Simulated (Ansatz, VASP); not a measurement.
# Two plane-wave programs on SnPb3Se4

```xyz
8
Lattice="6.0675 0.0000 0.0000 0.0000 -6.0675 0.0000 0.0000 0.0000 -6.0675" Properties=species:S:1:pos:R:3 pbc="T T T"
Sn    0.0000   -3.0338   -3.0338
Pb    3.0338    0.0000   -3.0338
Pb    3.0338   -3.0338    0.0000
Pb    0.0000    0.0000    0.0000
Se    3.0338    0.0000    0.0000
Se    0.0000   -3.0338    0.0000
Se    0.0000    0.0000   -3.0338
Se    3.0338   -3.0338   -3.0338
```

Alike in both runs: functional PBEsol; k mesh 6 × 6 × 6; occupations gaussian, width 0.1 eV; no spin polarisation.

Ansatz relaxed the structure, and its values are those at the end. VASP's run is a single point on that final structure, the one shown.

|  | VASP | Ansatz |
| --- | --- | --- |
| version | VASP 6.6.1 | Ansatz 0.2.0 |
| potentials or method | VASP PAW PBE potentials, release 64 (Sn_d, Pb_d, Se), cutoff 520 eV | scalar-relativistic, plane waves, PAW |
| valence electrons in the cell | 80 | 120 |

|  | VASP | Ansatz | Ansatz less VASP |
| --- | --- | --- | --- |
| gap on the k mesh at the Fermi level (eV) | none | none | - |
| pressure (GPa) | 0.0 | 0.0 | 0.00 |

VASP's potentials were made for PBE, not for PBEsol. A gap of «none» marks a metal or a gap that the smearing closes. VASP's potentials hold 80 valence electrons a cell and Ansatz's 120, so a difference there can come from the potentials and not from the codes.

Spin-orbit coupling is off throughout.
